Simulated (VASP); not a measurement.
Here is a VASP 6.6.1 calculation.

INCAR

```
PREC     = Accurate       # precision mode
ENCUT    = 560            # plane-wave cutoff, eV
EDIFF    = 1E-6           # SCF threshold, eV
ISMEAR   = -1             # smearing method
SIGMA    = 0.1            # smearing width, eV
LREAL    = F              # projectors in reciprocal space
LASPH    = T              # aspherical terms in the spheres
NELM     = 120            # most SCF steps
ALGO     = Normal         # electronic algorithm
ISIF     = 2              # what is computed and relaxed
LWAVE    = F              # write WAVECAR
LCHARG   = F              # write CHGCAR
GGA      = B5             # functional
ALDAX    = 1.0          
AGGAX    = 1.0          
AGGAC    = 1.0          
ALDAC    = 0.0          
NBANDS   = 14             # bands
GGA_COMPAT= F
```

The input KPOINTS:

```
Automatic mesh
0
Gamma
  13 13 13
```

The input POSCAR:

```
Ir
1.0
    2.5080938455      0.0000000000      0.0000000000
    0.0000000000      2.5080938455      0.0000000000
    0.0000000000      0.0000000000      2.5080938455
Ir
1
Direct
    0.0000000000      0.0000000000      0.0000000000
```

Potentials or basis: VASP PAW PBE potentials, release 64 (Ir_sv_GW).

Command:

```sh
$ cat potpaw_PBE.64/Ir_sv_GW/POTCAR > POTCAR
$ mpirun -np 1 vasp_std > vasp.out
```

(1) Predict the band gap on the k mesh.

(2) Estimate the pressure.

Answers

(1) zero (an odd number of electrons rules out a gap without spin polarisation).

(2) 36.3 GPa.

Caveat: the cell stands under pressure; the PAW data sets were made with another functional, which shifts forces and pressure a little; spin-orbit coupling is left out, which moves the levels of the heavy elements.
